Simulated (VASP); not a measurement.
# WC (P1) in VASP: a series of runs

WC is run at these levels: PBE; tasks: single point.

All numbers are computed with VASP 6.6.1; they aren't measurements. Logs are shortened: lines on timing, memory, paths and dates and some standing lists are left out, and cuts for length are marked.

**1. The cell of the first run**

The typed cell holds 16 atoms: a = 5.950 Å, b = 5.153 Å, c = 5.830 Å, α = 90.00°, β = 90.00°, γ = 90.00°.

**2. Single point, PBE**

INCAR reads:

```
SYSTEM = WC
PREC = Accurate
ENCUT = 520
EDIFF = 1E-6
ISMEAR = -1
SIGMA = 0.17
LREAL = Auto
LASPH = .True.
NELM = 60
ALGO = Normal
ISIF = 2
LWAVE = .False.
LCHARG = .False.
GGA = PE
NBANDS = 86
```

KPOINTS reads:

```
regular mesh
0
Gamma
  2 2 2
  0 0 0
```

POSCAR reads:

```
WC
1.0
   -2.9751040000     -5.1530310000      0.0000000000
    4.4626550000     -2.5765150000      0.0000000000
    0.0000000000      0.0000000000      5.8300500000
W C
8 8
Direct
    0.7595789749      0.4987224974     -0.0362947145
    0.7376252862      0.4936101804      0.4998241868
    0.4889977683      0.0015056544     -0.0129844512
    0.4767322856      0.0112103960      0.4922256241
    0.2576177960      0.5019522538      0.0047683982
    0.2306861743      0.4925129458      0.4891038670
   -0.0072977714     -0.0076437970     -0.0247853792
    0.0022176969      0.0162902754      0.4822600149
    0.5286951264      0.6721162594      0.2291918594
    0.5006380998      0.6344990624      0.7190332844
    0.2356022137      0.1690789649      0.2011475030
    0.2306143882      0.1943465916      0.7293590964
    0.0118751182      0.6726555630      0.1962247322
   -0.0193718007      0.6578744891      0.7247279183
    0.7676101304      0.1475175584      0.2322450065
    0.7388549854      0.1822839593      0.7273007950
```

Potentials or basis: VASP PAW PBE potentials, release 64 (W_sv, C).

The run is started by

```
$ cat potpaw_PBE.64/W_sv/POTCAR potpaw_PBE.64/C/POTCAR > POTCAR
$ mpirun -np 1 vasp_std > vasp.out
```

OUTCAR:

```text
SYSTEM = WC
   PREC = Accurate
   ENCUT = 520
   EDIFF = 1E-6
   ISMEAR = -1
   LREAL = Auto
   LASPH = .True.
   NELM = 60
   ISIF = 2
   GGA = PE

 ion  position               nearest neighbor table
   1  0.760  0.499  0.964-  14 2.08  16 2.14  13 2.21  10 2.21   9 2.25  15 2.39   2 2.71   7 2.90
                             7 2.96   5 2.97   5 3.00   3 3.03   3 3.05   2 3.13
   2  0.738  0.494  0.500-  10 2.04  16 2.08  14 2.13   9 2.21  15 2.38  13 2.58   1 2.71   8 2.92
                             4 2.93   6 2.93   6 3.02   4 3.09   8 3.12   1 3.13
   3  0.489  0.002  0.987-  11 2.14   9 2.22  15 2.31  16 2.32  12 2.37  10 2.45   4 2.89   5 2.92
                             5 2.93   4 2.95   7 2.95   7 3.00   1 3.03   1 3.05
   4  0.477  0.011  0.492-  12 2.22  16 2.26   9 2.35  10 2.35  11 2.37  15 2.41   8 2.82   6 2.88
                             3 2.89   2 2.93   3 2.95   6 3.05   2 3.09   8 3.13
   5  0.258  0.502  0.005-  13 2.04  11 2.07   9 2.25  12 2.26  10 2.31  14 2.46   6 2.83   3 2.92
                             3 2.93   1 2.97   7 2.98   1 3.00   6 3.01   7 3.07
   6  0.231  0.493  0.489-  12 2.08  14 2.20  10 2.22  13 2.34  11 2.37   9 2.51   8 2.81   5 2.83
                             4 2.88   2 2.93   5 3.01   2 3.02   8 3.02   4 3.05
   7  0.993  0.992  0.975-  13 2.09  11 2.16  15 2.16  14 2.26  12 2.27  16 2.31   8 2.88   1 2.90
                             3 2.95   1 2.96   8 2.96   5 2.98   3 3.00   5 3.07
   8  0.002  0.016  0.482-  15 2.13  12 2.18  16 2.29  11 2.29  14 2.33  13 2.43   6 2.81   4 2.82
                             7 2.88   2 2.92   7 2.96   6 3.02   2 3.12   4 3.13
   9  0.529  0.672  0.229-   2 2.21   3 2.22   1 2.25   5 2.25   4 2.35   6 2.51
  10  0.501  0.634  0.719-   2 2.04   1 2.21   6 2.22   5 2.31   4 2.35   3 2.45
  11  0.236  0.169  0.201-   5 2.07   3 2.14   7 2.16   8 2.29   6 2.37   4 2.37
  12  0.231  0.194  0.729-   6 2.08   8 2.18   4 2.22   5 2.26   7 2.27   3 2.37
  13  0.012  0.673  0.196-   5 2.04   7 2.09   1 2.21   6 2.34   8 2.43   2 2.58
  14  0.981  0.658  0.725-   1 2.08   2 2.13   6 2.20   7 2.26   8 2.33   5 2.46
  15  0.768  0.148  0.232-   8 2.13   7 2.16   3 2.31   2 2.38   1 2.39   4 2.41
  16  0.739  0.182  0.727-   2 2.08   1 2.14   4 2.26   8 2.29   7 2.31   3 2.32

  LATTYP: Found a simple orthorhombic cell.
 ALAT       =     5.1530300983
 B/A-ratio  =     1.1313828735
 C/A-ratio  =     1.1547007564

  Lattice vectors:

 A1 = (   4.4626550000,  -2.5765150000,   0.0000000000)
 A2 = (   0.0000000000,   0.0000000000,   5.8300500000)
 A3 = (  -2.9751040000,  -5.1530310000,   0.0000000000)

Analysis of symmetry for initial positions (statically):
=====================================================================
 Subroutine PRICEL returns:
 Original cell was already a primitive cell.

 Routine SETGRP: Setting up the symmetry group for a
 simple orthorhombic supercell.

 Subroutine GETGRP returns: Found  1 space group operations
 (whereof  1 operations were pure point group operations)
 out of a pool of  8 trial point group operations.

The static configuration has the point symmetry C_1 .

Analysis of symmetry for dynamics (positions and initial velocities):
=====================================================================
 Subroutine PRICEL returns:
 Original cell was already a primitive cell.

 Routine SETGRP: Setting up the symmetry group for a
 simple orthorhombic supercell.

 Subroutine GETGRP returns: Found  1 space group operations
 (whereof  1 operations were pure point group operations)
 out of a pool of  8 trial point group operations.

The dynamic configuration has the point symmetry C_1 .

 Subroutine INISYM returns: Found  1 space group operations
 (whereof  1 operations are pure point group operations),
 and found     1 'primitive' translations

----------------------------------------------------------------------------------------

                                     Primitive cell

  volume of cell :     178.7587

  direct lattice vectors                    reciprocal lattice vectors
    -2.975104000 -5.153031000  0.000000000    -0.084030678 -0.145545407  0.000000000
     4.462655000 -2.576515000  0.000000000     0.168061388 -0.097030293  0.000000000
     0.000000000  0.000000000  5.830050000     0.000000000  0.000000000  0.171525116

  length of vectors
     5.950207752  5.153030098  5.830050000     0.168061359  0.194060578  0.171525116

  position of ions in fractional coordinates (direct lattice)
     0.759578975  0.498722497  0.963705285
     0.737625286  0.493610180  0.499824187
     0.488997768  0.001505654  0.987015549
     0.476732286  0.011210396  0.492225624
     0.257617796  0.501952254  0.004768398
     0.230686174  0.492512946  0.489103867
[... 8 lines left out ...]
     0.767610130  0.147517558  0.232245007
     0.738854985  0.182283959  0.727300795

  ion indices of the primitive-cell ions
   primitive index   ion index
                 1           1
                 2           2
                 3           3
                 4           4
                 5           5
                 6           6
[... 8 lines left out ...]
                15          15
                16          16

----------------------------------------------------------------------------------------

 KPOINTS: regular mesh

Automatic generation of k-mesh.
 Grid dimensions read from file:
 generate k-points for:    2    2    2

 Generating k-lattice:

  Cartesian coordinates                     Fractional coordinates (reciprocal lattice)
    -0.042015339 -0.072772704  0.000000000     0.500000000  0.000000000  0.000000000
     0.084030694 -0.048515147  0.000000000    -0.000000000  0.500000000  0.000000000
     0.000000000  0.000000000  0.085762558     0.000000000  0.000000000  0.500000000

  Length of vectors
     0.084030679  0.097030289  0.085762558

  Shift w.r.t. Gamma in fractional coordinates (k-lattice)
     0.000000000  0.000000000  0.000000000

 Subroutine IBZKPT returns following result:
 ===========================================

 Found      8 irreducible k-points:

 Following reciprocal coordinates:
            Coordinates               Weight
  0.000000  0.000000  0.000000      1.000000
  0.500000  0.000000  0.000000      1.000000
  0.000000  0.500000  0.000000      1.000000
  0.500000  0.500000  0.000000      1.000000
  0.000000  0.000000  0.500000      1.000000
  0.500000  0.000000  0.500000      1.000000
  0.000000  0.500000  0.500000      1.000000
  0.500000  0.500000  0.500000      1.000000
   k-points           NKPTS =      8   k-points in BZ     NKDIM =      8   number of bands    NBANDS=     86
   number of dos      NEDOS =    301   number of ions     NIONS =     16
   total plane-waves  NPLWV =  92160
   dimension x,y,z NGX =    48 NGY =   40 NGZ =   48
   dimension x,y,z NGXF=    96 NGYF=   80 NGZF=   96
   ions per type =               8   8
   NGX,Y,Z   is equivalent  to a cutoff of  13.41, 12.90, 13.69 a.u.
   NGXF,Y,Z  is equivalent  to a cutoff of  26.82, 25.81, 27.37 a.u.
 SYSTEM =  WC
   PREC   = accura    normal or accurate (medium, high low for compatibility)
   ISTART =      0    job   : 0-new  1-cont  2-samecut
   ICHARG =      2    charge: 1-file 2-atom 10-const
   ISPIN  =      1    spin polarized calculation?
   LNONCOLLINEAR =      F non collinear calculations
   LSORBIT =      F    spin-orbit coupling
   LASPH  =      T    aspherical Exc in radial PAW
   ENCUT  =  520.0 eV  38.22 Ry    6.18 a.u.  11.06  9.58 10.84*2*pi/ulx,y,z
   NELM   =     60;   NELMIN=  2; NELMDL= -5     # of ELM steps
   EDIFF  = 0.1E-05   stopping-criterion for ELM
   LREAL  =      T    real-space projection
   EDIFFG = 0.1E-04   stopping-criterion for IOM
   NSW    =      0    number of steps for IOM
   IBRION =     -1    ionic relax: 0-MD 1-quasi-New 2-CG
   NFREE  =      0    steps in history (QN), initial steepest desc. (CG)
   ISIF   =      2    stress and relaxation
   ISYM   =      2    0-nonsym 1-usesym 2-fastsym
   POTIM  = 0.5000    time-step for ionic-motion
   TEBEG  =    0.0;   TEEND  =   0.0 temperature during run
   PSTRESS=    0.0 pullay stress
   NELECT =     144.0000    total number of electrons
   NUPDOWN=      -1.0000    fix difference up-down
   EMIN   =  10.00;   EMAX   =-10.00  energy-range for DOS
   EFERMI =   0.00;   METHOD = LEGACY
   ISMEAR =    -1;   SIGMA  =   0.17  broadening in eV -4-tet -1-fermi 0-gaus
   EFERMI_NEDOS =   21; number of points for ismear=-14 and -15
   IALGO  =     38    algorithm
   IMIX   =      4    mixing-type and parameters
     AMIX     =   0.40;   BMIX     =  1.00
     AMIX_MAG =   1.60;   BMIX_MAG =  1.00
  volume/ion in A,a.u.               =      11.17        75.40
  Fermi-wavevector in a.u.,A,eV,Ry     =   1.523257  2.878539 31.569777  2.320313
  Thomas-Fermi vector in A             =   2.631725
   LORBIT       =      0    0 simple, 1 ext, 2 COOP (PROOUT), +10 PAW based schemes
   GGA     = PE    functional components
   LHFCALC =     F    Hartree Fock is set to
   AEXX    =    0.0000 exact exchange contribution
   IVDW    =     0    specifies the selected vdW correction
   LEPSILON=     F    determine dielectric tensor
   LRPA    =     F    only Hartree local field effects (RPA)
 non-spin polarized calculation
  energy-cutoff  :      520.00
  volume of cell :      178.76
 maximum number of plane-waves:      4849
 NGX is ok and might be reduce to    48
   NGX = 23   NGY = 19   NGZ = 21

 number of electron     144.0000007 magnetization

 Free energy of the ion-electron system (eV)
  ---------------------------------------------------
  ext. energy  EPLUGINS =         0.00000000
  ---------------------------------------------------
  free energy    TOTEN  =      -175.59477744 eV

  energy without entropy =     -175.20505578  energy(sigma->0) =     -175.39991661

 E-fermi :  10.4615     XC(G=0): -13.3678

 val. band max:       10.3631988472   @ k =   0.0000   0.5000   0.0000
 cond. band min:      10.5076961223   @ k =   0.0000   0.0000   0.5000
 fundamental gap:      0.1444972752
 Fermi energy:        10.4615350660

 k-point     1 :       0.0000    0.0000    0.0000
  band No.  band energies     occupation
      1     -64.0761      2.00000
      2     -64.0526      2.00000
      3     -64.0261      2.00000
      4     -64.0125      2.00000
      5     -63.9990      2.00000
      6     -63.9391      2.00000
[... 685 lines left out ...]
     83      13.4085      0.00000
     84      13.5826      0.00000
 [bands above 84 left out]

------------------------ aborting loop because EDIFF is reached ----------------------------------------

  FORCE on cell =-STRESS in cart. coord.  units (eV):
  Direction    XX          YY          ZZ          XY          YZ          ZX
  --------------------------------------------------------------------------------------
  -------------------------------------------------------------------------------------
  Total       -9.2847358    -11.4638022    -15.4515231     -1.1823867      3.3644803     -0.5615648
  in kB      -83.2171895   -102.7477160   -138.4888439    -10.5974900     30.1551494     -5.0331901
  external PRESSURE =    -108.1512498 kB  Pullay stress =       0.0000000 kB

 VOLUME and BASIS-vectors are now :
 -----------------------------------------------------------------------------
  energy-cutoff  :      520.00
  volume of cell :      178.76
      direct lattice vectors                 reciprocal lattice vectors
    -2.975104000 -5.153031000  0.000000000    -0.084030678 -0.145545407  0.000000000
     4.462655000 -2.576515000  0.000000000     0.168061388 -0.097030293  0.000000000
     0.000000000  0.000000000  5.830050000     0.000000000  0.000000000  0.171525116

 POSITION                                       TOTAL-FORCE (eV/Angst)
 -----------------------------------------------------------------------------------
     -0.03420     -5.19910      5.61845         0.667006      1.367398      4.245065
      0.00830     -5.07280      2.91400         0.172972     -1.423231     -4.563117
     -1.44810     -2.52370      5.75435        -0.972777     -1.283112     -0.254984
     -1.36830     -2.48550      2.86970        -2.456316     -1.184942     -1.120371
      1.47360     -2.62080      0.02780         0.167100     -0.259483     -3.853509
      1.51160     -2.45770      2.85150         1.237211     -2.248951     -0.736461
[... 8 lines left out ...]
     -1.62540     -4.33560      1.35400         1.967979      0.911775     -0.366714
     -1.38470     -4.27700      4.24020        -1.894409      1.217015      0.096724
 -----------------------------------------------------------------------------------
    total drift:                                0.011823     -0.002031      0.012485

  FREE ENERGIE OF THE ION-ELECTRON SYSTEM (eV)
  ---------------------------------------------------
  free  energy   TOTEN  =      -175.5947774406 eV

  energy  without entropy=     -175.2050557772  energy(sigma->0) =     -175.39991661
```

It took 3 min on 1 thread of AMD EPYC 9R45 (Zen 5), shared host; peak memory 0.3 GiB.

Results:

```yaml
Free_energy: -175.5948 eV
Pressure: -10.8 GPa
Largest_force: 4.783 eV/Å
```

Forces on the atoms (eV/Å):
```
W    0.667  1.367  4.245
W    0.173 -1.423 -4.563
W   -0.973 -1.283 -0.255
W   -2.456 -1.185 -1.120
W    0.167 -0.259 -3.854
W    1.237 -2.249 -0.736
W    1.259 -0.668 -0.078
W   -1.011  2.394 -0.042
C    0.601  1.649  0.039
C    2.956  0.288  1.305
C   -0.925 -0.491  2.666
C   -2.061  0.487  0.537
C    0.022  1.088  2.578
C    0.271 -1.844 -0.452
C    1.968  0.912 -0.367
C   -1.894  1.217  0.097
```

Caveat: the k points lie up to 0.61 Å⁻¹ apart; spin-orbit coupling is left out, which moves the levels of the heavy elements; forces of over 1 eV/Å act on the atoms, so gaps and moduli don't describe the material at rest.

(Continued in part 2 of 2.)
